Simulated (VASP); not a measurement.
# C (Imma) in VASP: a series of runs

The runs below take C through single point, with PBE.

Everything below comes from runs of VASP 6.6.1. Logs are shortened: lines on timing, memory, paths and dates and some standing lists are left out, and cuts for length are marked.

### Step 1. The cell of the first run

The structure is orthorhombic, space group Imma (No. 74). The conventional cell has a = 2.500 Å, b = 2.551 Å, c = 3.571 Å, α = 90.00°, β = 90.00°, γ = 90.00°. Within 2.0 Å of C (site symmetry mm2) lie 4 C at 1.54 to 1.56 Å.

### Step 2. Single point, PBE (strain -0.0200 x Voigt [0, 0, 0, 1, 0, 0])

INCAR

```
SYSTEM = C
PREC = Accurate
ENCUT = 520
EDIFF = 1E-7
ISMEAR = 0
SIGMA = 0.05
LREAL = .FALSE.
LASPH = .TRUE.
NELM = 60
ALGO = Normal
ISIF = 2
LWAVE = .FALSE.
LCHARG = .FALSE.
GGA = PE
NBANDS = 11
```

KPOINTS

```
regular mesh
0
G
  12 12 12
  0 0 0
```

POSCAR

```
C
1.0
    0.0000000000      1.7678801566      1.7678801566
    1.7857375319     -0.0178573753      1.7857375319
    1.7857375319      1.7857375319     -0.0178573753
C
2
Direct
    0.5000000000      0.5000000000      0.5000000000
    0.7500000000      0.7500000000      0.7500000000
```

Potentials or basis: VASP PAW PBE potentials, release 64 (C).

Launch:

```bash
$ cat potpaw_PBE.64/C/POTCAR > POTCAR
$ mpirun -np 1 vasp_std > vasp.out
```

OUTCAR:

```text
SYSTEM = C
   PREC = Accurate
   ENCUT = 520
   EDIFF = 1E-7
   ISMEAR = 0
   LREAL = .FALSE.
   LASPH = .TRUE.
   NELM = 60
   ISIF = 2
   GGA = PE

 ion  position               nearest neighbor table
   1  0.500  0.500  0.500-   2 1.54   2 1.54   2 1.56   2 1.56
   2  0.750  0.750  0.750-   1 1.54   1 1.54   1 1.56   1 1.56

  LATTYP: Found a body centered orthorhombic cell.
 ALAT       =     2.5001600941
 B/A-ratio  =     1.0202020202
 C/A-ratio  =     1.4284985478

  Lattice vectors:

 A1 = (  -1.7857375319,   0.0178573753,  -1.7857375319)
 A2 = (  -1.7857375319,  -0.0178573753,   1.7857375319)
 A3 = (   1.7857375319,   1.7857375319,  -0.0178573753)

Analysis of symmetry for initial positions (statically):
=====================================================================
 Subroutine PRICEL returns:
 Original cell was already a primitive cell.

 Routine SETGRP: Setting up the symmetry group for a
 body centered orthorhombic supercell.

 Subroutine GETGRP returns: Found  8 space group operations
 (whereof  4 operations were pure point group operations)
 out of a pool of  8 trial point group operations.

The static configuration has the point symmetry C_2v.
 The point group associated with its full space group is D_2h.

Analysis of symmetry for dynamics (positions and initial velocities):
=====================================================================
 Subroutine PRICEL returns:
 Original cell was already a primitive cell.

 Routine SETGRP: Setting up the symmetry group for a
 body centered orthorhombic supercell.

 Subroutine GETGRP returns: Found  8 space group operations
 (whereof  4 operations were pure point group operations)
 out of a pool of  8 trial point group operations.

The dynamic configuration has the point symmetry C_2v.
 The point group associated with its full space group is D_2h.

 Subroutine INISYM returns: Found  8 space group operations
 (whereof  4 operations are pure point group operations),
 and found     1 'primitive' translations

----------------------------------------------------------------------------------------

                                     Primitive cell

  volume of cell :      11.3878

  direct lattice vectors                    reciprocal lattice vectors
     0.000000000  1.767880157  1.767880157    -0.279996355  0.282824601  0.282824601
     1.785737532 -0.017857375  1.785737532     0.279996355 -0.277224114  0.277224114
     1.785737532  1.785737532 -0.017857375     0.279996355  0.277224114 -0.277224114

  length of vectors
     2.500160094  2.525477371  2.525477371     0.488239151  0.481772122  0.481772122

  position of ions in fractional coordinates (direct lattice)
     0.500000000  0.500000000  0.500000000
     0.750000000  0.750000000  0.750000000

  ion indices of the primitive-cell ions
   primitive index   ion index
                 1           1
                 2           2

----------------------------------------------------------------------------------------

 KPOINTS: regular mesh

Automatic generation of k-mesh.
 Grid dimensions read from file:
 generate k-points for:   12   12   12

 Generating k-lattice:

  Cartesian coordinates                     Fractional coordinates (reciprocal lattice)
    -0.023333030  0.023568717  0.023568717     0.083333333  0.000000000  0.000000000
     0.023333030 -0.023102009  0.023102009     0.000000000  0.083333333 -0.000000000
     0.023333030  0.023102009 -0.023102009     0.000000000 -0.000000000  0.083333333

  Length of vectors
     0.040686596  0.040147677  0.040147677

  Shift w.r.t. Gamma in fractional coordinates (k-lattice)
     0.000000000  0.000000000  0.000000000

 Subroutine IBZKPT returns following result:
 ===========================================

 Found    280 irreducible k-points:

 Following reciprocal coordinates:
            Coordinates               Weight
  0.000000  0.000000  0.000000      1.000000
  0.083333  0.000000  0.000000      4.000000
  0.166667 -0.000000 -0.000000      4.000000
  0.250000 -0.000000 -0.000000      4.000000
  0.333333 -0.000000  0.000000      4.000000
  0.416667 -0.000000 -0.000000      4.000000
[... 16 lines left out ...]
  0.250000  0.166667 -0.000000      8.000000
  0.333333  0.166667 -0.000000      8.000000
 [... further k-points ...]
   k-points           NKPTS =    280   k-points in BZ     NKDIM =    280   number of bands    NBANDS=     11
   number of dos      NEDOS =    301   number of ions     NIONS =      2
   total plane-waves  NPLWV =   8000
   dimension x,y,z NGX =    20 NGY =   20 NGZ =   20
   dimension x,y,z NGXF=    40 NGYF=   40 NGZF=   40
   ions per type =               2
   NGX,Y,Z   is equivalent  to a cutoff of  13.30, 13.17, 13.17 a.u.
   NGXF,Y,Z  is equivalent  to a cutoff of  26.60, 26.33, 26.33 a.u.
 SYSTEM =  C
   PREC   = accura    normal or accurate (medium, high low for compatibility)
   ISTART =      0    job   : 0-new  1-cont  2-samecut
   ICHARG =      2    charge: 1-file 2-atom 10-const
   ISPIN  =      1    spin polarized calculation?
   LNONCOLLINEAR =      F non collinear calculations
   LSORBIT =      F    spin-orbit coupling
   LASPH  =      T    aspherical Exc in radial PAW
   ENCUT  =  520.0 eV  38.22 Ry    6.18 a.u.   4.65  4.70  4.70*2*pi/ulx,y,z
   NELM   =     60;   NELMIN=  2; NELMDL= -5     # of ELM steps
   EDIFF  = 0.1E-06   stopping-criterion for ELM
   LREAL  =      F    real-space projection
   EDIFFG = 0.1E-05   stopping-criterion for IOM
   NSW    =      0    number of steps for IOM
   IBRION =     -1    ionic relax: 0-MD 1-quasi-New 2-CG
   NFREE  =      0    steps in history (QN), initial steepest desc. (CG)
   ISIF   =      2    stress and relaxation
   ISYM   =      2    0-nonsym 1-usesym 2-fastsym
   POTIM  = 0.5000    time-step for ionic-motion
   TEBEG  =    0.0;   TEEND  =   0.0 temperature during run
   PSTRESS=    0.0 pullay stress
   NELECT =       8.0000    total number of electrons
   NUPDOWN=      -1.0000    fix difference up-down
   EMIN   =  10.00;   EMAX   =-10.00  energy-range for DOS
   EFERMI =   0.00;   METHOD = LEGACY
   ISMEAR =     0;   SIGMA  =   0.05  broadening in eV -4-tet -1-fermi 0-gaus
   EFERMI_NEDOS =   21; number of points for ismear=-14 and -15
   IALGO  =     38    algorithm
   IMIX   =      4    mixing-type and parameters
     AMIX     =   0.40;   BMIX     =  1.00
     AMIX_MAG =   1.60;   BMIX_MAG =  1.00
  volume/ion in A,a.u.               =       5.69        38.42
  Fermi-wavevector in a.u.,A,eV,Ry     =   1.455319  2.750155 28.816525  2.117955
  Thomas-Fermi vector in A             =   2.572368
   LORBIT       =      0    0 simple, 1 ext, 2 COOP (PROOUT), +10 PAW based schemes
   GGA     = PE    functional components
   LHFCALC =     F    Hartree Fock is set to
   AEXX    =    0.0000 exact exchange contribution
   IVDW    =     0    specifies the selected vdW correction
   LEPSILON=     F    determine dielectric tensor
   LRPA    =     F    only Hartree local field effects (RPA)
 non-spin polarized calculation
 Gauss-broadening in eV      SIGMA  =   0.05
  energy-cutoff  :      520.00
  volume of cell :       11.39
 maximum number of plane-waves:       319
   NGX =  9   NGY =  9   NGZ =  9

 number of electron       7.9999999 magnetization

 Free energy of the ion-electron system (eV)
  ---------------------------------------------------
  ext. energy  EPLUGINS =         0.00000000
  ---------------------------------------------------
  free energy    TOTEN  =       -18.17773698 eV

  energy without entropy =      -18.17773698  energy(sigma->0) =      -18.17773698

 E-fermi :   9.9696     XC(G=0): -13.2313

 val. band max:        9.6784465516   @ k =   0.0000   0.0000   0.0000
 cond. band min:      13.7906054993   @ k =   0.0000   0.3333   0.3333
 fundamental gap:      4.1121589477
 Fermi energy:         9.9695674844

 k-point     1 :       0.0000    0.0000    0.0000
  band No.  band energies     occupation
      1     -11.7526      2.00000
      2       9.6665      2.00000
      3       9.6734      2.00000
      4       9.6784      2.00000
      5      14.9524      0.00000
      6      15.2301      0.00000
      7      15.5576      0.00000
      8      22.9461      0.00000
      9      28.9251      0.00000
     10      36.1662      0.00000
     11      36.1775      0.00000

 k-point     2 :       0.0833    0.0000    0.0000
  band No.  band energies     occupation
      1     -11.5580      2.00000
      2       8.5042      2.00000
      3       9.3335      2.00000
      4       9.3352      2.00000
      5      15.3991      0.00000
      6      15.7102      0.00000
      7      16.1274      0.00000
      8      23.1253      0.00000
      9      29.2523      0.00000
     10      33.8890      0.00000
     11      34.0745      0.00000

 k-point     3 :       0.1667   -0.0000   -0.0000
  band No.  band energies     occupation
      1     -10.9765      2.00000
      2       6.0243      2.00000
      3       8.6091      2.00000
      4       8.6097      2.00000
      5      16.3577      0.00000
      6      16.6446      0.00000
      7      17.0715      0.00000
      8      23.6266      0.00000
      9      29.9081      0.00000
     10      32.2151      0.00000
     11      32.5118      0.00000

 k-point     4 :       0.2500   -0.0000   -0.0000
  band No.  band energies     occupation
      1     -10.0163      2.00000
      2       3.2026      2.00000
      3       7.8611      2.00000
      4       7.8763      2.00000
      5      17.2404      0.00000
      6      17.4347      0.00000
      7      17.7872      0.00000
      8      24.3053      0.00000
      9      30.2784      0.00000
     10      31.7443      0.00000
     11      32.1589      0.00000
[... 239 lines left out ...]
 k-point    22 :       0.1667    0.1667   -0.0000
  band No.  band energies     occupation
      1     -10.7330      2.00000
      2       7.1078      2.00000
      3       7.1100      2.00000
      4       7.4391      2.00000
      5      14.5900      0.00000
      6      18.6467      0.00000
      7      18.6734      0.00000
      8      22.3500      0.00000
      9      29.4824      0.00000
     10      30.4913      0.00000
     11      37.4518      0.00000

 k-point    23 :       0.2500    0.1667   -0.0000
  band No.  band energies     occupation
      1     -10.0249      2.00000
      2       5.0457      2.00000
      3       6.3381      2.00000
      4       7.0466      2.00000
      5      14.7889      0.00000
      6      19.5976      0.00000
      7      19.8191      0.00000
      8      21.5621      0.00000
      9      29.6169      0.00000
     10      31.1374      0.00000
     11      36.7561      0.00000

 k-point    24 :       0.3333    0.1667   -0.0000
  band No.  band energies     occupation
      1      -8.9466      2.00000
      2       2.5022      2.00000
      3       5.8098      2.00000
      4       6.2764      2.00000
      5      15.6100      0.00000
      6      20.1492      0.00000
      7      20.5231      0.00000
      8      21.3843      0.00000
      9      30.6140      0.00000
     10      31.3366      0.00000
     11      36.6083      0.00000

 [... further k-points ...]
[... 5 lines left out ...]
  --------------------------------------------------------------------------------------
  -------------------------------------------------------------------------------------
  Total        0.0541369      0.0708871      0.0708871      0.0000000      0.8026020      0.0000000
  in kB        7.6166623      9.9732862      9.9732862      0.0000000    112.9201278      0.0000000
  external PRESSURE =       9.1877449 kB  Pullay stress =       0.0000000 kB

 VOLUME and BASIS-vectors are now :
 -----------------------------------------------------------------------------
  energy-cutoff  :      520.00
  volume of cell :       11.39
      direct lattice vectors                 reciprocal lattice vectors
     0.000000000  1.767880157  1.767880157    -0.279996355  0.282824601  0.282824601
     1.785737532 -0.017857375  1.785737532     0.279996355 -0.277224114  0.277224114
     1.785737532  1.785737532 -0.017857375     0.279996355  0.277224114 -0.277224114

 POSITION                                       TOTAL-FORCE (eV/Angst)
 -----------------------------------------------------------------------------------
      1.78574      1.76788      1.76788        -0.059872     -0.000000     -0.000000
      2.67861      2.65182      2.65182         0.059872      0.000000      0.000000
 -----------------------------------------------------------------------------------
    total drift:                                0.000000     -0.000000      0.000000

  FREE ENERGIE OF THE ION-ELECTRON SYSTEM (eV)
  ---------------------------------------------------
  free  energy   TOTEN  =       -18.1777369843 eV

  energy  without entropy=      -18.1777369843  energy(sigma->0) =      -18.17773698
```

It took 48 s on 1 thread of AMD EPYC 7R13, shared host; peak memory 0.11 GiB.

Results:

| Quantity | Value |
| --- | --- |
| Free energy | -18.1777 eV |
| Pressure | 0.9 GPa |
| Largest force | 0.060 eV/Å |
| Band gap on the k mesh | 4.11 eV, indirect (least direct gap 5.27 eV) |

Forces in eV/Å, atoms in the order of the input:
```
C   -0.060  0.000  0.000
C    0.060  0.000  0.000
```

Levels at points of the mesh, in eV from the valence-band top:
```
           k point  band 2  band 3  band 4  band 5  band 6  band 7
(0.00, 0.00, 0.00)   -0.01    0.00    0.00    5.27    5.55    5.88
(0.50, 0.00, 0.00)  -13.35   -2.91   -2.86    8.22    8.35    8.76
(0.00, 0.50, 0.00)  -13.32   -2.72   -2.68    8.27    8.66    9.08
(0.50, 0.50, 0.00)  -12.74   -6.28   -6.28    4.75    4.75   16.72
(0.00, 0.50, 0.50)  -12.63   -6.48   -6.08    4.36    5.14   16.73
```

Caveat: the cell differs from its parent crystal (strain -0.0200 x Voigt [0, 0, 0, 1, 0, 0]). A k mesh can miss the band edges.

### Step 3. Single point, PBE (strain +0.0150 x Voigt [0, 0, 0, 1, 0, 0])

INCAR

```
SYSTEM = C
PREC = Accurate ; ENCUT = 520
EDIFF = 1E-7 ; ISMEAR = 0
SIGMA = 0.05 ; LREAL = .False.
LASPH = .True. ; NELM = 100
ALGO = Normal ; ISIF = 2
LWAVE = .False. ; LCHARG = .True.
GGA = PE ; LELF = .True.
LVHAR = .True. ; NBANDS = 11
```

KPOINTS

```
regular mesh
0
Gamma
  12 12 12
  0 0 0
```

POSCAR

```
C
1.0
    0.0000000000      1.7991305634      1.7991305634
    1.7857375319      0.0133930315      1.7857375319
    1.7857375319      1.7857375319      0.0133930315
C
2
Direct
    0.5000000000      0.5000000000      0.5000000000
    0.7500000000      0.7500000000      0.7500000000
```

Potentials or basis: VASP PAW PBE potentials, release 64 (C).

Launch:

```bash
$ cat potpaw_PBE.64/C/POTCAR > POTCAR
$ mpirun -np 1 vasp_std > vasp.out
```

OUTCAR:

```text
SYSTEM = C
   PREC = Accurate
   ENCUT = 520
   EDIFF = 1E-7
   ISMEAR = 0
   LREAL = .False.
   LASPH = .True.
   NELM = 100
   ISIF = 2
   GGA = PE

 ion  position               nearest neighbor table
   1  0.500  0.500  0.500-   2 1.54   2 1.54   2 1.55   2 1.55
   2  0.750  0.750  0.750-   1 1.54   1 1.54   1 1.55   1 1.55

  LATTYP: Found a body centered orthorhombic cell.
 ALAT       =     2.5064736297
 B/A-ratio  =     1.0151133501
[... 518 lines left out ...]
      4       6.2482      2.00000
      5      15.7193      0.00000
      6      20.4537      0.00000
      7      20.6021      0.00000
      8      21.4907      0.00000
      9      30.4459      0.00000
     10      31.2908      0.00000
     11      36.6962      0.00000

 [... further k-points ...]
[... 5 lines left out ...]
  --------------------------------------------------------------------------------------
  -------------------------------------------------------------------------------------
  Total        0.0523987      0.0618253      0.0618253     -0.0000000     -0.6019271      0.0000000
  in kB        7.3717910      8.6979729      8.6979729     -0.0000000    -84.6829577      0.0000000
  external PRESSURE =       8.2559123 kB  Pullay stress =       0.0000000 kB

 VOLUME and BASIS-vectors are now :
 -----------------------------------------------------------------------------
  energy-cutoff  :      520.00
  volume of cell :       11.39
      direct lattice vectors                 reciprocal lattice vectors
     0.000000000  1.799130563  1.799130563    -0.279996355  0.277912015  0.277912015
     1.785737532  0.013393031  1.785737532     0.279996355 -0.282112197  0.282112197
     1.785737532  1.785737532  0.013393031     0.279996355  0.282112197 -0.282112197

 POSITION                                       TOTAL-FORCE (eV/Angst)
 -----------------------------------------------------------------------------------
      1.78574      1.79913      1.79913         0.044858     -0.000000     -0.000000
      2.67861      2.69870      2.69870        -0.044858      0.000000      0.000000
 -----------------------------------------------------------------------------------
    total drift:                                0.000000     -0.000000      0.000000

  FREE ENERGIE OF THE ION-ELECTRON SYSTEM (eV)
  ---------------------------------------------------
  free  energy   TOTEN  =       -18.1812491825 eV

  energy  without entropy=      -18.1812491825  energy(sigma->0) =      -18.18124918
```

OSZICAR:

```text
N       E                     dE             d eps       ncg     rms          rms(c)
DAV:   1     0.786719678253E+00    0.78672E+00   -0.47458E+03  6530   0.697E+02
DAV:   2    -0.184496132125E+02   -0.19236E+02   -0.18650E+02  8116   0.127E+02
DAV:   3    -0.188126460142E+02   -0.36303E+00   -0.36214E+00  7161   0.132E+01
DAV:   4    -0.188132311638E+02   -0.58515E-03   -0.58514E-03  6631   0.671E-01
DAV:   5    -0.188132318307E+02   -0.66696E-06   -0.66697E-06  7040   0.213E-02    0.553E+00
DAV:   6    -0.183389653279E+02    0.47427E+00   -0.24775E-01  6277   0.350E+00    0.331E+00
DAV:   7    -0.181793807887E+02    0.15958E+00   -0.30398E-01  6670   0.393E+00    0.752E-01
DAV:   8    -0.181811874924E+02   -0.18067E-02   -0.85701E-03  6481   0.691E-01    0.433E-02
DAV:   9    -0.181812283886E+02   -0.40896E-04   -0.61577E-05  7388   0.633E-02    0.245E-02
DAV:  10    -0.181812491010E+02   -0.20712E-04   -0.15574E-05  6580   0.346E-02    0.536E-03
DAV:  11    -0.181812491825E+02   -0.81558E-07   -0.31896E-07  7573   0.510E-03
   1 F= -.18181249E+02 E0= -.18181249E+02  d E =-.670991E-19
```

stdout:

```text
POSCAR found type information on POSCAR C
 POSCAR found :  1 types and       2 ions
 scaLAPACK will be used
 LDA part: xc-table for (Slater+PW92), standard interpolation
 POSCAR, INCAR and KPOINTS ok, starting setup
 FFT: planning ... GRIDC
 FFT: planning ... GRID_SOFT
 FFT: planning ... GRID
 WAVECAR not read
 entering main loop
```

It took 63 s on 1 thread of AMD EPYC 7R13, shared host; peak memory 0.11 GiB.

What came out:

```yaml
Free_energy: -18.1812 eV
Pressure: 0.8 GPa
Largest_force: 0.045 eV/Å
Band_gap_on_the_k_mesh: 4.13 eV, indirect (least direct gap 5.35 eV)
```

Forces in eV/Å, atoms in the order of the input:
```
C    0.045  0.000  0.000
C   -0.045  0.000  0.000
```

Levels at points of the mesh, in eV from the valence-band top:
```
           k point  band 2  band 3  band 4  band 5  band 6  band 7
(0.00, 0.00, 0.00)   -0.01    0.00    0.00    5.35    5.56    5.80
(0.50, 0.00, 0.00)  -13.32   -2.74   -2.71    8.32    8.61    9.00
(0.00, 0.50, 0.00)  -13.34   -2.88   -2.84    8.28    8.41    8.73
(0.50, 0.50, 0.00)  -12.74   -6.28   -6.28    4.75    4.75   16.73
(0.00, 0.50, 0.50)  -12.65   -6.43   -6.13    4.46    5.04   16.74
```

Caveat: the cell differs from its parent crystal (strain +0.0150 x Voigt [0, 0, 0, 1, 0, 0]). A k mesh can miss the band edges.
